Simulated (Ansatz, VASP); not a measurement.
**SrTiO3: VASP beside Ansatz**

```
CELL_PARAMETERS angstrom
-2.77772 2.77772 3.94644
2.77772 -2.77772 3.94644
2.77772 2.77772 -3.94644
ATOMIC_POSITIONS crystal
Sr 0.75000 0.25000 0.50000
Sr 0.25000 0.75000 0.50000
Ti 0.00000 0.00000 0.00000
Ti 0.50000 0.50000 0.00000
O 0.25000 0.25000 0.00000
O 0.75000 0.75000 0.00000
O 0.72820 0.22820 0.95640
O 0.22820 0.27180 0.50000
O 0.27180 0.77180 0.04360
O 0.77180 0.72820 0.50000
```

Alike in both runs: functional PBE; k mesh 8 × 8 × 8; no spin polarisation.

Ansatz relaxed the structure, and its values are those at the end. VASP's run is a single point on that final structure, the one shown.

```csv
,VASP,Ansatz
version,VASP 6.6.1,Ansatz 0.2.0
potentials or method,"VASP PAW PBE potentials, release 64 (Sr_sv, Ti_sv, O), cutoff 520 eV","scalar-relativistic, plane waves, PAW"
occupations,"gaussian, width 0.01 eV",fixed
valence electrons in the cell,80,80
```

Ansatz gave:

| Property | Result |
| --- | --- |
| gap on the k mesh at the Fermi level (eV) | 1.93 |
| least direct gap on the mesh (eV) | 1.93 |
| pressure (GPa) | 0.0 |

Q: Estimate VASP's values.

A: gap on the k mesh at the Fermi level (eV): 1.90; least direct gap on the mesh (eV): 1.90; pressure (GPa): 0.6.
